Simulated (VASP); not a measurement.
Runs of VASP 6.6.1 on SiTe2. The structure is that of space group P-3m1 (No. 164), or close to it. The cells are those of the table. 

| cell | gap on the mesh (eV) | pressure (GPa) | largest force (eV/Å) |
| --- | --- | --- | --- |
| a = 3.736, b = 3.736, c = 6.959 Å, angles 90.0, 90.0, 120.0°, 3 atoms | none | 0.4 | 0.42 |
| a = 3.887, b = 3.887, c = 7.241 Å, angles 90.0, 90.0, 120.0°, 3 atoms | none | -5.2 | 0.43 |
| a = 3.813, b = 3.813, c = 7.103 Å, angles 90.0, 90.0, 120.0°, 3 atoms | none | -2.9 | (b) |
| a = 3.850, b = 3.850, c = 7.172 Å, angles 90.0, 90.0, 120.0°, 3 atoms | none | -4.1 | 0.25 |
| a = 3.775, b = 3.775, c = 7.032 Å, angles 90.0, 90.0, 120.0°, 3 atoms | none | (a) | 0.17 |

Alike in all rows: task single point; level LDA; potentials or basis VASP PAW LDA potentials, release 64 (Si, Te); no spin polarisation; k mesh 5 × 5 × 3; cutoff (eV) 520; smearing fermi-dirac 0.01 eV.

Estimate the missing entries.

(a) -1.4; (b) 0.06.

Caveats: all runs use coarse meshes; spin-orbit coupling is left out, which moves the levels of the heavy elements.

A k mesh can miss the band edges, and the runs leave out spin-orbit coupling on Te.

A gap of «none» marks levels without a gap at the run's occupations.
